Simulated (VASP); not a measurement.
A run of VASP 6.6.1 is set up as follows.

The input INCAR:

```
PREC = Accurate
ENCUT = 520
EDIFF = 1E-6
ISMEAR = -1
SIGMA = 0.1
LREAL = False
LASPH = True
NELM = 100
ALGO = Normal
ISIF = 2
LWAVE = False
LCHARG = False
GGA = PE
NBANDS = 18
```

File KPOINTS:

```
Automatic mesh
0
Gamma
  8 8 8
```

POSCAR

```
BiTe
1.0
    0.0000000000      3.2984474805      3.2984474805
    3.2984474805      0.0000000000      3.2984474805
    3.2984474805      3.2984474805      0.0000000000
Bi Te
1 1
Direct
    0.0000000000      0.0000000000      0.0000000000
    0.5000000000      0.5000000000      0.5000000000
```

Potentials or basis: VASP PAW PBE potentials, release 64 (Bi_d, Te).

Launch:

```console
$ cat potpaw_PBE.64/Bi_d/POTCAR potpaw_PBE.64/Te/POTCAR > POTCAR
$ mpirun -np 1 vasp_std > vasp.out
```

(1) What does it give for the pressure?

Results:

(1) -1.9 GPa.
